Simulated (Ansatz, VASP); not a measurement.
**FeO: VASP beside Ansatz**

File INCAR:

```
SYSTEM = FeO
PREC = Accurate ; ENCUT = 520
EDIFF = 1E-7 ; ISMEAR = 0
SIGMA = 0.15 ; LREAL = .False.
LASPH = .True. ; NELM = 150
ALGO = Normal ; ISIF = 2
LWAVE = .False. ; LCHARG = .False.
ISPIN = 2 ; MAGMOM = 3.79 0.36
LORBIT = 11 ; LMAXMIX = 4
GGA = PS ; NBANDS = 18
```

The input KPOINTS:

```
Automatic mesh
0
Gamma
  18 18 18
  0 0 0
```

The input POSCAR:

```
FeO
1.0
    1.5176813758      0.8762337509      2.5157933572
   -1.5176813758      0.8762337509      2.5157933572
    0.0000000000     -1.7524675018      2.5157933572
Fe O
1 1
Direct
    0.0000000000      0.0000000000      0.0000000000
    0.5000000000      0.5000000000      0.5000000000
```

Input for Ansatz:

```yaml
crystal:
  lattice:
    - [1.5176813758, 0.8762337509, 2.5157933572]
    - [-1.5176813758, 0.8762337509, 2.5157933572]
    - [0.0, -1.7524675018, 2.5157933572]
  atoms:
    - { symbol: Fe, position: [0.0, 0.0, 0.0], spin: 3.79 }
    - { symbol: O, position: [0.5, 0.5, 0.5], spin: 0.36 }
basis:
  ecutwfc: 420
kpoints:
  mp_grid: { grid: [18, 18, 18] }
hamiltonian:
  xc: pbesol
scf:
  occupations: { method: gaussian, width: 0.15 }
output:
  forces: true
  stress: true
  eigenvalues: true
  populations: true
  write_density: true
  write_potential: true
  elf: true
  volumetric_format: npy
magnetization:
  spin_polarized: true
```

Alike in both runs: task single point; functional PBEsol; k mesh 18 × 18 × 18; occupations gaussian, width 0.15 eV; collinear spin.

```csv
,VASP,Ansatz
version,VASP 6.6.1,Ansatz 0.2.0
potentials or method,"VASP PAW PBE potentials, release 64 (Fe, O), cutoff 520 eV","scalar-relativistic, plane waves, PAW"
valence electrons in the cell,14,22
```

|  | VASP | Ansatz | Ansatz less VASP |
| --- | --- | --- | --- |
| gap on the k mesh at the Fermi level (eV) | none | none | - |
| pressure (GPa) | -8.7 | -9.0 | -0.29 |
| traceless stress, the component that is largest in VASP (GPa) | -0.73 | -0.70 | +0.029 |
| net moment per atom (μB) | 2.00 | 2.00 | 0.000 |
| size of the moment on the site where the two differ most (μB) | 3.61 | 3.44 | -0.169 |

VASP's potentials were made for PBE, not for PBEsol. Site moments also hang on the region over which each program counts them. A gap of «none» marks a metal or a gap that the smearing closes. VASP's potentials hold 14 valence electrons a cell and Ansatz's 22, so a difference there can come from the potentials and not from the codes.
